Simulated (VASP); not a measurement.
Here is a VASP 6.6.1 calculation.

The input INCAR:

```
SYSTEM = Mg8O9
PREC = Accurate ; ENCUT = 520
EDIFF = 1E-6 ; ISMEAR = -1
SIGMA = 0.02 ; LREAL = Auto
LASPH = .TRUE. ; NELM = 150
ALGO = Normal ; ISIF = 2
LWAVE = .FALSE. ; LCHARG = .FALSE.
ISPIN = 2 ; MAGMOM = 0 0 0 0 0 0 0 0 0 0 0 0 0 0 0 0 1
LORBIT = 11 ; GGA = PE
NBANDS = 53
```

KPOINTS

```
Automatic mesh
0
G
  2 2 2
  0 0 0
```

Contents of POSCAR:

```
Mg8O9
1.0
    0.0000000000      4.4080000000      4.4080000000
    4.4080000000      0.0000000000      4.4080000000
    4.4080000000      4.4080000000      0.0000000000
Mg O
8 9
Direct
    0.0124691385      0.0013974007     -0.0274543876
   -0.0138952334     -0.0099563283      0.4955379313
   -0.0147938671      0.5246805024     -0.0379991267
    0.0203642358      0.4925325402      0.4654746046
    0.4924102465      0.0223617112     -0.0081912660
    0.5271506692     -0.0099081864      0.4954944671
    0.5269562560      0.5248290736     -0.0381312186
    0.5002736317      0.5131888681      0.4849346322
    0.2547716565      0.1421936662      0.3471002594
    0.2565098986      0.2571902825      0.7285665265
    0.2565254181      0.7573208718      0.2285667824
    0.2563353123      0.7576971425      0.7283101036
    0.7564987708      0.2573844971      0.2285104565
    0.7564952365      0.2573589831      0.7285878339
    0.7564471177      0.7572780768      0.2286487443
    0.7565584315      0.7573059181      0.7284626375
    0.2583510407      0.3732285003      0.1090063196
```

Potentials or basis: VASP PAW PBE potentials, release 64 (Mg, O).

Launch:

```bash
$ cat potpaw_PBE.64/Mg/POTCAR potpaw_PBE.64/O/POTCAR > POTCAR
$ mpirun -np 1 vasp_std > vasp.out
```

**Question.** Estimate the pressure.

**Answer.** -3.4 GPa.

**Question.** Estimate the largest force.

**Answer.** 0.216 eV/Å.

**Question.** Estimate the net moment.

**Answer.** 0.00 μB per cell.

Stress tensor (GPa, compression positive):
```
-7.44  0.18 -0.18
 0.18 -1.43 -1.36
-0.18 -1.36 -1.42
```

Caveat: the k points lie up to 0.62 Å⁻¹ apart.
